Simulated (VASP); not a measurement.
SrPd5:

```
Sr Pd
1.0
     5.38300    0.00000    0.00000
    -2.69150    4.66181    0.00000
     0.00000    0.00000    4.39200
Sr Pd
1 5
Direct
  0.00000 0.00000 0.00000
  0.33333 0.66667 0.00000
  0.66667 0.33333 0.00000
  0.50000 0.00000 0.50000
  0.50000 0.50000 0.50000
  0.00000 0.50000 0.50000
```

Base run:

| Item | Value |
| --- | --- |
| Program | VASP 6.6.1 |
| Functional | LDA |
| Potentials or basis | VASP PAW LDA potentials, release 64 (Sr_sv, Pd) |
| Cutoff | 520 eV |
| k mesh | 5 × 5 × 5 |
| Occupations | fermi-dirac, width 0.1 eV |
| Spin | no spin polarisation |

Its results: band gap on the k mesh zero (band 30 reaches 7.24 eV, above the bottom of band 31 at 6.74 eV); pressure -5.7 GPa.

After a change of settings the same cell gave: band gap on the k mesh zero (band 30 reaches 7.08 eV, above the bottom of band 31 at 6.88 eV); pressure -7.3 GPa. Which change was it?
A. k mesh from 5 × 5 × 5 to 3 × 3 × 3
B. k mesh from 5 × 5 × 5 to 2 × 2 × 2
C. k mesh from 5 × 5 × 5 to 6 × 6 × 6
D. k mesh from 5 × 5 × 5 to 2 × 2 × 3

D.

Caveats: some runs use coarse meshes.
